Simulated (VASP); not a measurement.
Wanted: the native input for a VASP 6.6.1 run.

```yaml
Task: single point
Functional: PBE
Potentials_or_basis: VASP PAW PBE potentials, release 64 (Nb_sv, Sn_d)
Cutoff: 520 eV
k_mesh: 6 × 6 × 6
Occupations: fermi-dirac, width 0.05 eV
Spin: no spin polarisation
Dipole_correction: no
Further_INCAR_settings: ALGO = Normal; EDIFF = 1e-06; NBANDS = 63
```

The structure of Nb3Sn lies in POSCAR:

```
Nb3Sn
1.0
    5.2821000000      0.0000000000      0.0000000000
    0.0000000000      5.2821000000      0.0000000000
    0.0000000000      0.0000000000      5.2821000000
Nb Sn
6 2
Direct
    0.2500000000      0.0000000000      0.5000000000
    0.5000000000      0.7500000000      0.0000000000
    0.7500000000      0.0000000000      0.5000000000
    0.5000000000      0.2500000000      0.0000000000
    0.0000000000      0.5000000000      0.7500000000
    0.0000000000      0.5000000000      0.2500000000
    0.0000000000      0.0000000000      0.0000000000
    0.5000000000      0.5000000000      0.5000000000
```

The input as run:

INCAR

```
ALGO     = Normal         # electronic algorithm
EDIFF    = 1E-6           # SCF threshold, eV
ENCUT    = 520            # plane-wave cutoff, eV
GGA      = PE             # functional
ISIF     = 2              # what is computed and relaxed
ISMEAR   = -1             # smearing method
LASPH    = True           # aspherical terms in the spheres
LCHARG   = True           # write CHGCAR
LELF     = True           # ELF
LREAL    = False          # projectors in reciprocal space
LVHAR    = True         
LWAVE    = False          # write WAVECAR
NBANDS   = 63             # bands
NELM     = 100            # most SCF steps
PREC     = Accurate       # precision mode
SIGMA    = 0.05           # smearing width, eV
```

KPOINTS

```
k-points
0
Gamma
  6 6 6
```

Potentials or basis: VASP PAW PBE potentials, release 64 (Nb_sv, Sn_d).

Run with:

```sh
$ cat potpaw_PBE.64/Nb_sv/POTCAR potpaw_PBE.64/Sn_d/POTCAR > POTCAR
$ mpirun -np 1 vasp_std > vasp.out
```

It gave:

```yaml
Pressure: 3.3 GPa
Band_gap_on_the_k_mesh: zero (bands 53 and 54 overlap by 0.57 eV)
```

Caveat: the cell stands under pressure; spin-orbit coupling is left out, which moves the levels of the heavy elements.

Run time: 4.1 min on 1 thread of AMD EPYC 7R43 64-Core Processor (Zen 3) (shared host), peak memory 0.28 GiB.
